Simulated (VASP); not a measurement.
The system is Zr.

```
CELL_PARAMETERS angstrom
-1.78554 1.78554 1.78554
1.78554 -1.78554 1.78554
1.78554 1.78554 -1.78554
ATOMIC_POSITIONS crystal
Zr 0.00000 0.00000 0.00000
```

Program: VASP 6.6.1. Alike in all runs: task single point; no spin polarisation; cell as given; k mesh 10 × 10 × 10; smearing fermi-dirac 0.05 eV.

Order these runs on this cell by their pressure, lowest first.
A. level PBEsol; potentials or basis VASP PAW PBE potentials, release 64 (Zr_sv); cutoff (eV) 520
B. level RPBE; potentials or basis VASP PAW PBE potentials, release 64 (Zr_sv); cutoff (eV) 500
C. level PBE; potentials or basis VASP PAW PBE potentials, release 64 (Zr_sv); cutoff (eV) 500
D. level LDA; potentials or basis VASP PAW LDA potentials, release 64 (Zr_sv); cutoff (eV) 500

D (-6.9 GPa), A (-4.0 GPa), C (-0.1 GPa), B (2.2 GPa).

Caveats: the PAW data sets were made with another functional, which shifts forces and pressure a little (some runs).
